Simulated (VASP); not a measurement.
# BN (P2_1) in VASP: further runs

Runs on BN. Level: PBE. Tasks: single point.

Program: VASP 6.6.1. These are calculated values, not measurements. Logs are shortened: lines on timing, memory, paths and dates and some standing lists are left out, and cuts for length are marked.

### 1 The cell of the first run

The structure is monoclinic, space group P2_1 (No. 4). Conventional cell: a = 2.514 Å, b = 4.199 Å, c = 2.536 Å, α = 90.00°, β = 119.14°, γ = 90.00°. B (site symmetry 1) has 4 N at 1.54 to 1.57 Å within 2.1 Å. Within 2.1 Å of N (site symmetry 1) lie 4 B at 1.54 to 1.57 Å.

### 2 Single point, PBE

The input, INCAR:

```
SYSTEM = BN
ALGO     = Normal         ! electronic algorithm
EDIFF    = 1E-7           ! SCF threshold, eV
ENCUT    = 520            ! plane-wave cutoff, eV
GGA      = PE             ! functional
ISIF     = 2              ! what is computed and relaxed
ISMEAR   = -1             ! smearing method
LASPH    = .TRUE.         ! aspherical terms in the spheres
LCHARG   = .FALSE.        ! write CHGCAR
LREAL    = .FALSE.        ! projectors in reciprocal space
LWAVE    = .FALSE.        ! write WAVECAR
NBANDS   = 16             ! bands
NELM     = 100            ! most SCF steps
PREC     = Accurate       ! precision mode
SIGMA    = 0.05           ! smearing width, eV
```

The input, KPOINTS:

```
k-points
0
G
  12 12 6
  0 0 0
```

The input, POSCAR:

```
BN
1.0
    2.5360000000     -0.0253600000      0.0000000000
   -1.2899624000      2.2089200000      0.0000000000
    0.0000000000      0.0000000000      4.1990000000
B N
2 2
Direct
    0.6666666667      0.3333333333      0.0000000000
    0.3333333333      0.6666666667      0.5000000000
    0.6666666667      0.3333333333      0.3750000000
    0.3333333333      0.6666666667      0.8750000000
```

Potentials or basis: VASP PAW PBE potentials, release 64 (B, N).

Launch:

```bash
> cat potpaw_PBE.64/B/POTCAR potpaw_PBE.64/N/POTCAR > POTCAR
> mpirun -np 1 vasp_std > vasp.out
```

OUTCAR:

```text
SYSTEM = BN
   EDIFF = 1E-7
   ENCUT = 520
   GGA = PE
   ISIF = 2
   ISMEAR = -1
   LASPH = .TRUE.
   LREAL = .FALSE.
   NELM = 100
   PREC = Accurate

 ion  position               nearest neighbor table
   1  0.667  0.333  0.000-   4 1.54   4 1.56   4 1.57   3 1.57
   2  0.333  0.667  0.500-   3 1.54   3 1.56   3 1.57   4 1.57
   3  0.667  0.333  0.375-   2 1.54   2 1.56   2 1.57   1 1.57
   4  0.333  0.667  0.875-   1 1.54   1 1.56   1 1.57   2 1.57

  LATTYP: Found a simple monoclinic cell.
 ALAT       =     2.5140692063
 B/A-ratio  =     1.6702006410
 C/A-ratio  =     1.0087736608
 COS(beta)  =    -0.4869161085

  Lattice vectors:

 A1 = (   1.2460376000,   2.1835600000,   0.0000000000)
 A2 = (   0.0000000000,   0.0000000000,  -4.1990000000)
 A3 = (  -2.5360000000,   0.0253600000,   0.0000000000)

Analysis of symmetry for initial positions (statically):
=====================================================================
 Subroutine PRICEL returns:
 Original cell was already a primitive cell.

 Routine SETGRP: Setting up the symmetry group for a
 simple monoclinic supercell.

 Subroutine GETGRP returns: Found  2 space group operations
 (whereof  1 operations were pure point group operations)
 out of a pool of  4 trial point group operations.

The static configuration has the point symmetry C_1 .
 The point group associated with its full space group is C_2 .

Analysis of symmetry for dynamics (positions and initial velocities):
=====================================================================
 Subroutine PRICEL returns:
 Original cell was already a primitive cell.

 Routine SETGRP: Setting up the symmetry group for a
 simple monoclinic supercell.

 Subroutine GETGRP returns: Found  2 space group operations
 (whereof  1 operations were pure point group operations)
 out of a pool of  4 trial point group operations.

The dynamic configuration has the point symmetry C_1 .
 The point group associated with its full space group is C_2 .

 Subroutine INISYM returns: Found  2 space group operations
 (whereof  1 operations are pure point group operations),
 and found     1 'primitive' translations

----------------------------------------------------------------------------------------

                                     Primitive cell

  volume of cell :      23.3847

  direct lattice vectors                    reciprocal lattice vectors
     2.536000000 -0.025360000  0.000000000     0.396638049  0.231628203  0.000000000
    -1.289962400  2.208920000  0.000000000     0.004553692  0.455369181  0.000000000
     0.000000000  0.000000000  4.199000000     0.000000000  0.000000000  0.238151941

  length of vectors
     2.536126797  2.557993464  4.199000000     0.459318371  0.455391949  0.238151941

  position of ions in fractional coordinates (direct lattice)
     0.666666667  0.333333333  0.000000000
     0.333333333  0.666666667  0.500000000
     0.666666667  0.333333333  0.375000000
     0.333333333  0.666666667  0.875000000

  ion indices of the primitive-cell ions
   primitive index   ion index
                 1           1
                 2           2
                 3           3
                 4           4

----------------------------------------------------------------------------------------

 KPOINTS: k-points

Automatic generation of k-mesh.
 Grid dimensions read from file:
 generate k-points for:   12   12    6

 Generating k-lattice:

  Cartesian coordinates                     Fractional coordinates (reciprocal lattice)
     0.033053171  0.019302350  0.000000000     0.083333333  0.000000000  0.000000000
     0.000379474  0.037947432  0.000000000    -0.000000000  0.083333333  0.000000000
     0.000000000  0.000000000  0.039691990     0.000000000  0.000000000  0.166666667

  Length of vectors
     0.038276531  0.037949329  0.039691990

  Shift w.r.t. Gamma in fractional coordinates (k-lattice)
     0.000000000  0.000000000  0.000000000

 Subroutine IBZKPT returns following result:
 ===========================================

 Found    296 irreducible k-points:

 Following reciprocal coordinates:
            Coordinates               Weight
  0.000000  0.000000  0.000000      1.000000
  0.083333  0.000000  0.000000      2.000000
  0.166667  0.000000  0.000000      2.000000
  0.250000  0.000000  0.000000      2.000000
  0.333333  0.000000  0.000000      2.000000
  0.416667  0.000000  0.000000      2.000000
[... 16 lines left out ...]
  0.250000  0.166667  0.000000      2.000000
  0.333333  0.166667  0.000000      2.000000
 [... further k-points ...]
   k-points           NKPTS =    296   k-points in BZ     NKDIM =    296   number of bands    NBANDS=     16
   number of dos      NEDOS =    301   number of ions     NIONS =      4
   total plane-waves  NPLWV =  12800
   dimension x,y,z NGX =    20 NGY =   20 NGZ =   32
   dimension x,y,z NGXF=    40 NGYF=   40 NGZF=   64
   ions per type =               2   2
   NGX,Y,Z   is equivalent  to a cutoff of  13.11, 13.00, 12.67 a.u.
   NGXF,Y,Z  is equivalent  to a cutoff of  26.22, 26.00, 25.34 a.u.
 SYSTEM =  BN
   PREC   = accura    normal or accurate (medium, high low for compatibility)
   ISTART =      0    job   : 0-new  1-cont  2-samecut
   ICHARG =      2    charge: 1-file 2-atom 10-const
   ISPIN  =      1    spin polarized calculation?
   LNONCOLLINEAR =      F non collinear calculations
   LSORBIT =      F    spin-orbit coupling
   LASPH  =      T    aspherical Exc in radial PAW
   ENCUT  =  520.0 eV  38.22 Ry    6.18 a.u.   4.72  4.76  7.81*2*pi/ulx,y,z
   NELM   =    100;   NELMIN=  2; NELMDL= -5     # of ELM steps
   EDIFF  = 0.1E-06   stopping-criterion for ELM
   LREAL  =      F    real-space projection
   EDIFFG = 0.1E-05   stopping-criterion for IOM
   NSW    =      0    number of steps for IOM
   IBRION =     -1    ionic relax: 0-MD 1-quasi-New 2-CG
   NFREE  =      0    steps in history (QN), initial steepest desc. (CG)
   ISIF   =      2    stress and relaxation
   ISYM   =      2    0-nonsym 1-usesym 2-fastsym
   POTIM  = 0.5000    time-step for ionic-motion
   TEBEG  =    0.0;   TEEND  =   0.0 temperature during run
   PSTRESS=    0.0 pullay stress
   NELECT =      16.0000    total number of electrons
   NUPDOWN=      -1.0000    fix difference up-down
   EMIN   =  10.00;   EMAX   =-10.00  energy-range for DOS
   EFERMI =   0.00;   METHOD = LEGACY
   ISMEAR =    -1;   SIGMA  =   0.05  broadening in eV -4-tet -1-fermi 0-gaus
   EFERMI_NEDOS =   21; number of points for ismear=-14 and -15
   IALGO  =     38    algorithm
   IMIX   =      4    mixing-type and parameters
     AMIX     =   0.40;   BMIX     =  1.00
     AMIX_MAG =   1.60;   BMIX_MAG =  1.00
  volume/ion in A,a.u.               =       5.85        39.45
  Fermi-wavevector in a.u.,A,eV,Ry     =   1.442573  2.726067 28.313935  2.081016
  Thomas-Fermi vector in A             =   2.561078
   LORBIT       =      0    0 simple, 1 ext, 2 COOP (PROOUT), +10 PAW based schemes
   GGA     = PE    functional components
   LHFCALC =     F    Hartree Fock is set to
   AEXX    =    0.0000 exact exchange contribution
   IVDW    =     0    specifies the selected vdW correction
   LEPSILON=     F    determine dielectric tensor
   LRPA    =     F    only Hartree local field effects (RPA)
 non-spin polarized calculation
  energy-cutoff  :      520.00
  volume of cell :       23.38
 maximum number of plane-waves:       648
   NGX =  9   NGY =  9   NGZ = 15

 number of electron      15.9999999 magnetization

 Free energy of the ion-electron system (eV)
  ---------------------------------------------------
  ext. energy  EPLUGINS =         0.00000000
  ---------------------------------------------------
  free energy    TOTEN  =       -34.80638071 eV

  energy without entropy =      -34.80638071  energy(sigma->0) =      -34.80638071

 E-fermi :   8.6775     XC(G=0): -12.8637

 val. band max:        7.7425449278   @ k =   0.0000   0.0000   0.0000
 cond. band min:      12.8817669915   @ k =   0.3333   0.3333   0.0000
 fundamental gap:      5.1392220638
 Fermi energy:         8.6774912213

 k-point     1 :       0.0000    0.0000    0.0000
  band No.  band energies     occupation
      1     -12.8384      2.00000
      2      -8.6447      2.00000
      3      -3.3272      2.00000
      4       5.4779      2.00000
      5       5.6152      2.00000
      6       7.4346      2.00000
[... 8 lines left out ...]
     15      19.9129      0.00000
     16      24.0273      0.00000

 k-point     2 :       0.0833    0.0000    0.0000
  band No.  band energies     occupation
      1     -12.6828      2.00000
      2      -8.5244      2.00000
      3      -3.1732      2.00000
      4       4.9209      2.00000
      5       5.1899      2.00000
      6       7.1568      2.00000
[... 8 lines left out ...]
     15      20.0941      0.00000
     16      23.8056      0.00000

 k-point     3 :       0.1667    0.0000    0.0000
  band No.  band energies     occupation
      1     -12.2209      2.00000
      2      -8.1794      2.00000
      3      -2.7170      2.00000
      4       3.2716      2.00000
      5       4.4800      2.00000
      6       5.7400      2.00000
[... 8 lines left out ...]
     15      21.2532      0.00000
     16      23.2023      0.00000

 k-point     4 :       0.2500    0.0000    0.0000
  band No.  band energies     occupation
      1     -11.4694      2.00000
      2      -7.6719      2.00000
      3      -1.9802      2.00000
      4       1.2866      2.00000
      5       3.6954      2.00000
      6       3.9576      2.00000
[... 8 lines left out ...]
     15      22.7364      0.00000
     16      23.4743      0.00000

 k-point     5 :       0.3333    0.0000    0.0000
  band No.  band energies     occupation
      1     -10.4692      2.00000
      2      -7.1726      2.00000
      3      -1.0362      2.00000
      4      -0.4889      2.00000
      5       2.1632      2.00000
      6       3.0390      2.00000
[... 8 lines left out ...]
     15      23.7820      0.00000
     16      24.2174      0.00000

 k-point     6 :       0.4167    0.0000    0.0000
  band No.  band energies     occupation
      1      -9.3309      2.00000
      2      -7.0623      2.00000
      3      -1.6083      2.00000
      4      -0.0117      2.00000
      5       0.7301      2.00000
      6       2.6135      2.00000
[... 8 lines left out ...]
     15      24.0653      0.00000
     16      25.2759      0.00000
[... 267 lines left out ...]
 k-point    21 :       0.0833    0.1667    0.0000
  band No.  band energies     occupation
      1     -11.7729      2.00000
      2      -7.8688      2.00000
      3      -2.2757      2.00000
      4       2.0985      2.00000
      5       3.5829      2.00000
      6       4.9045      2.00000
[... 8 lines left out ...]
     15      22.6839      0.00000
     16      23.1422      0.00000

 k-point    22 :       0.1667    0.1667    0.0000
  band No.  band energies     occupation
      1     -11.0315      2.00000
      2      -7.4109      2.00000
      3      -1.5486      2.00000
      4       0.9884      2.00000
      5       1.9760      2.00000
      6       3.9845      2.00000
[... 8 lines left out ...]
     15      23.2898      0.00000
     16      23.7909      0.00000

 k-point    23 :       0.2500    0.1667    0.0000
  band No.  band energies     occupation
      1     -10.0533      2.00000
      2      -6.9898      2.00000
      3      -0.6058      2.00000
      4      -0.2538      2.00000
      5       0.8094      2.00000
      6       2.7697      2.00000
[... 8 lines left out ...]
     15      23.0895      0.00000
     16      24.1932      0.00000

 k-point    24 :       0.3333    0.1667    0.0000
  band No.  band energies     occupation
      1      -8.9533      2.00000
      2      -6.9389      2.00000
      3      -1.2808      2.00000
      4       0.1887      2.00000
      5       0.5665      2.00000
      6       1.6085      2.00000
[... 8 lines left out ...]
     15      23.7951      0.00000
     16      24.3622      0.00000

 [... further k-points ...]

------------------------ aborting loop because EDIFF is reached ----------------------------------------

  FORCE on cell =-STRESS in cart. coord.  units (eV):
  Direction    XX          YY          ZZ          XY          YZ          ZX
  --------------------------------------------------------------------------------------
  -------------------------------------------------------------------------------------
  Total        1.2908668      1.3051254      1.0898449      1.2522884      0.0000000      0.0000000
  in kB       88.4424013     89.4193168     74.6695948     85.7992436      0.0000000      0.0000000
  external PRESSURE =      84.1771043 kB  Pullay stress =       0.0000000 kB

 VOLUME and BASIS-vectors are now :
 -----------------------------------------------------------------------------
  energy-cutoff  :      520.00
  volume of cell :       23.38
      direct lattice vectors                 reciprocal lattice vectors
     2.536000000 -0.025360000  0.000000000     0.396638049  0.231628203  0.000000000
    -1.289962400  2.208920000  0.000000000     0.004553692  0.455369181  0.000000000
     0.000000000  0.000000000  4.199000000     0.000000000  0.000000000  0.238151941

 POSITION                                       TOTAL-FORCE (eV/Angst)
 -----------------------------------------------------------------------------------
      1.26068      0.71940      0.00000        -0.060224     -0.007844      0.062345
     -0.01464      1.46416      2.09950         0.060224      0.007844      0.062345
      1.26068      0.71940      1.57462        -0.107561     -0.008044     -0.062345
     -0.01464      1.46416      3.67413         0.107561      0.008044     -0.062345
 -----------------------------------------------------------------------------------
    total drift:                               -0.000000      0.000000     -0.000187

  FREE ENERGIE OF THE ION-ELECTRON SYSTEM (eV)
  ---------------------------------------------------
  free  energy   TOTEN  =       -34.8063807107 eV

  energy  without entropy=      -34.8063807107  energy(sigma->0) =      -34.80638071
```

Run time: 3.6 min. Hardware: 1 thread of Intel Xeon 8259CL, shared host; peak memory 0.2 GiB.

What came out:

```
Free energy            : -34.8064 eV
Pressure               : 8.4 GPa
Largest force          : 0.125 eV/Å
Band gap on the k mesh : 5.14 eV (least direct gap 8.17 eV)
```

Forces on the atoms (eV/Å):
```
B   -0.060 -0.008  0.062
B    0.060  0.008  0.062
N   -0.108 -0.008 -0.062
N    0.108  0.008 -0.062
```

Caveat: the cell stands under pressure. A k mesh can miss the band edges.

(Continued in part 2 of 2.)
